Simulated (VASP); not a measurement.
# SiC (P6_3mc) in VASP: notebook, part 3 of 3

VASP 6.6.1. Earlier steps stand in the parts before.

**6. Relaxation of cell and atoms, PBEsol, target pressure 30 GPa, at which the enthalpy is minimised**

Input file INCAR:

```
PREC = Accurate
ENCUT = 600
EDIFF = 1E-6
ISMEAR = -1
SIGMA = 0.05
LREAL = False
LASPH = True
NELM = 60
ALGO = Normal
ISIF = 3
LWAVE = False
LCHARG = False
GGA = PS
IBRION = 2
NSW = 60
EDIFFG = -0.01
PSTRESS = 300.0
```

Input file KPOINTS:

```
regular mesh
0
Gamma
  10 10 5
```

Input file POSCAR:

```
SiC
1.0
    3.0760000000      0.0000000000      0.0000000000
   -1.5380000000      2.6638941420      0.0000000000
    0.0000000000      0.0000000000      5.0480000000
Si C
2 2
Direct
    0.6666666667      0.3333333333      0.5000000000
    0.3333333333      0.6666666667      0.0000000000
    0.6666666667      0.3333333333      0.8850000000
    0.3333333333      0.6666666667      0.3850000000
```

Potentials or basis: VASP PAW PBE potentials, release 64 (Si, C).

Command:

```
$ cat potpaw_PBE.64/Si/POTCAR potpaw_PBE.64/C/POTCAR > POTCAR
$ mpirun -np 1 vasp_std > vasp.out
```

OUTCAR:

```text
PREC = Accurate
   ENCUT = 600
   EDIFF = 1E-6
   ISMEAR = -1
   LREAL = False
   LASPH = True
   NELM = 60
   ISIF = 3
   GGA = PS
   IBRION = 2
   NSW = 60
   EDIFFG = -0.01
   PSTRESS = 300.0

 ion  position               nearest neighbor table
   1  0.667  0.333  0.500-   4 1.87   4 1.87   4 1.87   3 1.94   2 3.09   2 3.09   2 3.09   2 3.09
                             2 3.09   2 3.09
   2  0.333  0.667  0.000-   3 1.87   3 1.87   3 1.87   4 1.94   1 3.09   1 3.09   1 3.09   1 3.09
                             1 3.09   1 3.09
   3  0.667  0.333  0.885-   2 1.87   2 1.87   2 1.87   1 1.94
   4  0.333  0.667  0.385-   1 1.87   1 1.87   1 1.87   2 1.94

  LATTYP: Found a hexagonal cell.
 ALAT       =     3.0760000000
 C/A-ratio  =     1.6410923277

  Lattice vectors:

 A1 = (   3.0760000000,   0.0000000000,   0.0000000000)
 A2 = (  -1.5380000000,   2.6638941420,   0.0000000000)
 A3 = (   0.0000000000,   0.0000000000,   5.0480000000)

Analysis of symmetry for initial positions (statically):
=====================================================================
 Subroutine PRICEL returns:
 Original cell was already a primitive cell.

 Routine SETGRP: Setting up the symmetry group for a
 hexagonal supercell.

 Subroutine GETGRP returns: Found 12 space group operations
 (whereof  6 operations were pure point group operations)
 out of a pool of 24 trial point group operations.

The static configuration has the point symmetry C_3v.
 The point group associated with its full space group is C_6v.

Analysis of symmetry for dynamics (positions and initial velocities):
=====================================================================
 Subroutine PRICEL returns:
 Original cell was already a primitive cell.

 Routine SETGRP: Setting up the symmetry group for a
 hexagonal supercell.

 Subroutine GETGRP returns: Found 12 space group operations
 (whereof  6 operations were pure point group operations)
 out of a pool of 24 trial point group operations.

The dynamic configuration has the point symmetry C_3v.
 The point group associated with its full space group is C_6v.

 Subroutine INISYM returns: Found 12 space group operations
 (whereof  6 operations are pure point group operations),
 and found     1 'primitive' translations

----------------------------------------------------------------------------------------

                                     Primitive cell

  volume of cell :      41.3640

  direct lattice vectors                    reciprocal lattice vectors
     3.076000000  0.000000000  0.000000000     0.325097529  0.187695146  0.000000000
    -1.538000000  2.663894142  0.000000000     0.000000000  0.375390292  0.000000000
     0.000000000  0.000000000  5.048000000     0.000000000  0.000000000  0.198098257

  length of vectors
     3.076000000  3.076000000  5.048000000     0.375390292  0.375390292  0.198098257

  position of ions in fractional coordinates (direct lattice)
     0.666666667  0.333333333  0.500000000
     0.333333333  0.666666667  0.000000000
     0.666666667  0.333333333  0.885000000
     0.333333333  0.666666667  0.385000000

  ion indices of the primitive-cell ions
   primitive index   ion index
                 1           1
                 2           2
                 3           3
                 4           4

----------------------------------------------------------------------------------------

 KPOINTS: regular mesh

Automatic generation of k-mesh.
 Grid dimensions read from file:
 generate k-points for:   10   10    5

 Generating k-lattice:
[... 21 lines left out ...]
  0.200000 -0.000000  0.000000      6.000000
  0.300000  0.000000  0.000000      6.000000
  0.400000 -0.000000  0.000000      6.000000
  0.500000  0.000000  0.000000      3.000000
[... 16 lines left out ...]
  0.300000  0.100000  0.200000     24.000000
  0.400000  0.100000  0.200000     24.000000
 [... further k-points ...]
   k-points           NKPTS =     42   k-points in BZ     NKDIM =     42   number of bands    NBANDS=     12
   number of dos      NEDOS =    301   number of ions     NIONS =      4
   total plane-waves  NPLWV =  31360
   dimension x,y,z NGX =    28 NGY =   28 NGZ =   40
   dimension x,y,z NGXF=    56 NGYF=   56 NGZF=   80
   ions per type =               2   2
   NGX,Y,Z   is equivalent  to a cutoff of  15.13, 15.13, 13.17 a.u.
   NGXF,Y,Z  is equivalent  to a cutoff of  30.27, 30.27, 26.35 a.u.
 SYSTEM =  unknown system
   PREC   = accura    normal or accurate (medium, high low for compatibility)
   ISTART =      0    job   : 0-new  1-cont  2-samecut
   ICHARG =      2    charge: 1-file 2-atom 10-const
   ISPIN  =      1    spin polarized calculation?
   LNONCOLLINEAR =      F non collinear calculations
   LSORBIT =      F    spin-orbit coupling
   LASPH  =      T    aspherical Exc in radial PAW
   ENCUT  =  600.0 eV  44.10 Ry    6.64 a.u.   6.14  6.14 10.08*2*pi/ulx,y,z
   NELM   =     60;   NELMIN=  2; NELMDL= -5     # of ELM steps
   EDIFF  = 0.1E-05   stopping-criterion for ELM
   LREAL  =      F    real-space projection
   EDIFFG = -.1E-01   stopping-criterion for IOM
   NSW    =     60    number of steps for IOM
   IBRION =      2    ionic relax: 0-MD 1-quasi-New 2-CG
   NFREE  =      1    steps in history (QN), initial steepest desc. (CG)
   ISIF   =      3    stress and relaxation
   ISYM   =      2    0-nonsym 1-usesym 2-fastsym
   POTIM  = 0.5000    time-step for ionic-motion
   TEBEG  =    0.0;   TEEND  =   0.0 temperature during run
   PSTRESS=  300.0 pullay stress
   NELECT =      16.0000    total number of electrons
   NUPDOWN=      -1.0000    fix difference up-down
   EMIN   =  10.00;   EMAX   =-10.00  energy-range for DOS
   EFERMI =   0.00;   METHOD = LEGACY
   ISMEAR =    -1;   SIGMA  =   0.05  broadening in eV -4-tet -1-fermi 0-gaus
   EFERMI_NEDOS =   21; number of points for ismear=-14 and -15
   IALGO  =     38    algorithm
   IMIX   =      4    mixing-type and parameters
     AMIX     =   0.40;   BMIX     =  1.00
     AMIX_MAG =   1.60;   BMIX_MAG =  1.00
  volume/ion in A,a.u.               =      10.34        69.78
  Fermi-wavevector in a.u.,A,eV,Ry     =   1.192817  2.254098 19.358549  1.422813
  Thomas-Fermi vector in A             =   2.328847
   LORBIT       =      0    0 simple, 1 ext, 2 COOP (PROOUT), +10 PAW based schemes
   GGA     = PS    functional components
   LHFCALC =     F    Hartree Fock is set to
   AEXX    =    0.0000 exact exchange contribution
   IVDW    =     0    specifies the selected vdW correction
   LEPSILON=     F    determine dielectric tensor
   LRPA    =     F    only Hartree local field effects (RPA)
 conjugate gradient relaxation of ions
 non-spin polarized calculation
  energy-cutoff  :      600.00
  volume of cell :       41.36
 maximum number of plane-waves:      1398
 NGX is ok and might be reduce to    28
   NGX = 13   NGY = 13   NGZ = 21

--------------------------------------- Ionic step        1  -------------------------------------------

 number of electron      16.0000001 magnetization

 Free energy of the ion-electron system (eV)
  ---------------------------------------------------
  ext. energy  EPLUGINS =         0.00000000
  ---------------------------------------------------
  free energy    TOTEN  =       -31.78814853 eV

  energy without entropy =      -31.78814853  energy(sigma->0) =      -31.78814853

 E-fermi :   9.2657     XC(G=0): -11.4975

 val. band max:        8.3541884844   @ k =   0.0000   0.0000   0.0000
 cond. band min:      10.6756126891   @ k =   0.3000   0.3000   0.0000
 fundamental gap:      2.3214242046
 Fermi energy:         9.2656567380

 k-point     1 :       0.0000    0.0000    0.0000
  band No.  band energies     occupation
      1      -7.3871      2.00000
      2      -3.8477      2.00000
      3      -0.4027      2.00000
      4       6.7972      2.00000
      5       6.7972      2.00000
      6       8.0831      2.00000
      7       8.0831      2.00000
      8       8.3542      2.00000
      9      12.9231      0.00000
     10      14.3260      0.00000
     11      14.7904      0.00000
     12      14.7904      0.00000
[... 460 lines left out ...]
  energy  without entropy=      -31.4701451604  energy(sigma->0) =      -31.47014516

  enthalpy is  TOTEN    =       -24.4985153654 eV   P V=        6.9716297950

[... ionic steps 4 to 11 ...]

--------------------------------------- Ionic step       12  -------------------------------------------

 number of electron      16.0000000 magnetization

------------------------ aborting loop because EDIFF is reached ----------------------------------------
[... 75 lines left out ...]
--------------------------------------- Ionic step       14  -------------------------------------------

 number of electron      16.0000000 magnetization

 Free energy of the ion-electron system (eV)
  ---------------------------------------------------
  ext. energy  EPLUGINS =         0.00000000
  ---------------------------------------------------
  free energy    TOTEN  =       -31.45589698 eV

  energy without entropy =      -31.45589698  energy(sigma->0) =      -31.45589698

 E-fermi :  10.4705     XC(G=0): -11.9731

 val. band max:        9.4870447404   @ k =   0.0000   0.0000   0.0000
 cond. band min:      11.5807485654   @ k =   0.3000   0.3000   0.0000
 fundamental gap:      2.0937038251
 Fermi energy:        10.4705217642

 k-point     1 :       0.0000    0.0000    0.0000
  band No.  band energies     occupation
      1      -6.9962      2.00000
      2      -2.9563      2.00000
      3       0.0771      2.00000
      4       8.1132      2.00000
      5       8.1132      2.00000
      6       9.3791      2.00000
      7       9.4870      2.00000
      8       9.4870      2.00000
      9      15.1533      0.00000
     10      16.7440      0.00000
     11      16.7440      0.00000
     12      16.7753      0.00000
[... 380 lines left out ...]
  energy  without entropy=      -31.4558969810  energy(sigma->0) =      -31.45589698

  enthalpy is  TOTEN    =       -24.5085563447 eV   P V=        6.9473406364

 reached required accuracy - stopping structural energy minimisation
```

Wall time 90 s (1 thread of Intel Xeon Platinum 8559C (Emerald Rapids), shared host); peak memory 0.18 GiB.

Results:

* Free energy: -31.4559 eV
* Relaxed volume: 9.28 Å³/atom
* Relaxed cell: a = 2.968 Å, b = 2.968 Å, c = 4.865 Å, α = 90.00°, β = 90.00°, γ = 120.00°
* Space group after relaxing (to 0.1 Å): P6_3mc (No. 186)
* Energy change on relaxing (the run minimises the enthalpy): +83.1 meV/atom
* Ionic steps: 14
* Pressure after relaxing: 30.0 GPa
* Band gap on the k mesh: 2.09 eV (least direct gap 4.06 eV)

Stress tensor (GPa, compression positive):
```
29.99  0.00  0.00
 0.00 29.99  0.00
 0.00  0.00 30.08
```

Step by step:
```tsv
step	energy change (eV)	largest force (eV/Å)	pressure (GPa)	volume (Å³)
1	0.0000	0.7510	0.48	41.36
2	2.9051	1.4599	111.99	30.97
3	0.3180	0.4271	28.89	37.23
4	0.3521	0.3984	30.56	37.04
5	0.3677	0.3855	31.30	36.96
6	0.3479	0.4696	30.25	37.08
7	0.3508	0.0170	30.76	37.02
8	0.3111	0.0072	29.00	37.22
9	0.3198	0.0098	29.41	37.17
10	0.3409	0.0135	30.43	37.06
11	0.3320	0.0119	30.00	37.10
12	0.3317	0.0120	29.99	37.11
13	0.3328	0.0104	30.04	37.10
14	0.3323	0.0000	30.02	37.10
```

Final structure:
```
Si C
1.0
     2.96766    0.00000    0.00000
    -1.48383    2.57007    0.00000
     0.00000    0.00000    4.86463
Si C
2 2
Cartesian
  1.4838 0.8567 2.4546
  0.0000 1.7134 0.0223
  1.4838 0.8567 4.2829
  0.0000 1.7134 1.8506
```

Caveat: the cell is relaxed towards a set pressure, so the run minimises the enthalpy, not the energy; the PAW data sets were made with another functional, which shifts forces and pressure a little; an odd mesh through Γ misses points on the zone boundary, where band edges can lie. PBEsol gaps usually lie below the measured ones, often by a third to a half.

**7. Summary**

```tsv
cell	gap on the mesh (eV)	pressure (GPa)
relaxed to 2 GPa	2.26	2.0
relaxed to 5 GPa	2.24	5.0
relaxed to 10 GPa	2.21	10.0
relaxed to 20 GPa	2.15	20.0
relaxed to 30 GPa	2.09	30.0
```

Alike in all rows: task relaxation of cell and atoms; level PBEsol; potentials or basis VASP PAW PBE potentials, release 64 (Si, C); no spin polarisation; k mesh 10 × 10 × 5; cutoff (eV) 600; smearing fermi-dirac 0.05 eV.

Caveats: the cell is relaxed towards a set pressure, so the run minimises the enthalpy, not the energy; the PAW data sets were made with another functional, which shifts forces and pressure a little; an odd mesh through Γ misses points on the zone boundary, where band edges can lie.

Total energies depend on the potentials used, so only differences within one code and one set of settings carry meaning.
